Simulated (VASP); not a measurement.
Wanted: the native input for a VASP 6.6.1 run.

```
Task                   : single point
Functional             : PBE
Potentials or basis    : VASP PAW PBE potentials, release 64 (K_sv, F)
Cutoff                 : 520 eV
k mesh                 : 8 × 8 × 8
Occupations            : gaussian, width 0.05 eV
Spin                   : no spin polarisation
Dipole correction      : no
Further INCAR settings : ALGO = Normal; EDIFF = 1e-07; NBANDS = 15
```

The structure of KF lies in POSCAR:

```
KF
1.0
   -0.2005125000      2.6735000000      2.6735000000
    2.4729875000      0.0000000000      2.4729875000
    2.6735000000      2.6735000000     -0.2005125000
K F
1 1
Direct
    0.0000000000      0.0000000000      0.0000000000
    0.5000000000      0.5000000000      0.5000000000
```

This cell differs from its parent crystal: strain -0.1500 x Voigt [0, 0, 0, 0, 1, 0].

The input as run:

INCAR

```
SYSTEM = KF
PREC     = Accurate       ! precision mode
ENCUT    = 520            ! plane-wave cutoff, eV
EDIFF    = 1E-7           ! SCF threshold, eV
ISMEAR   = 0              ! smearing method
SIGMA    = 0.05           ! smearing width, eV
LREAL    = .False.        ! projectors in reciprocal space
LASPH    = .True.         ! aspherical terms in the spheres
NELM     = 100            ! most SCF steps
ALGO     = Normal         ! electronic algorithm
ISIF     = 2              ! what is computed and relaxed
LWAVE    = .False.        ! write WAVECAR
LCHARG   = .False.        ! write CHGCAR
GGA      = PE             ! functional
NBANDS   = 15             ! bands
```

KPOINTS

```
Automatic mesh
0
Gamma
  8 8 8
  0 0 0
```

Potentials or basis: VASP PAW PBE potentials, release 64 (K_sv, F).

Run with:

```sh
$ cat potpaw_PBE.64/K_sv/POTCAR potpaw_PBE.64/F/POTCAR > POTCAR
$ mpirun -np 1 vasp_std > vasp.out
```

Results of the run:

- Pressure: 1.3 GPa
- Band gap on the k mesh: 6.01 eV

Caveat: the cell differs from its parent crystal (strain -0.1500 x Voigt [0, 0, 0, 0, 1, 0]).

Wall time 28 s on 1 thread of Intel(R) Xeon(R) 6975P-C (Granite Rapids) (shared host), peak memory 0.18 GiB.
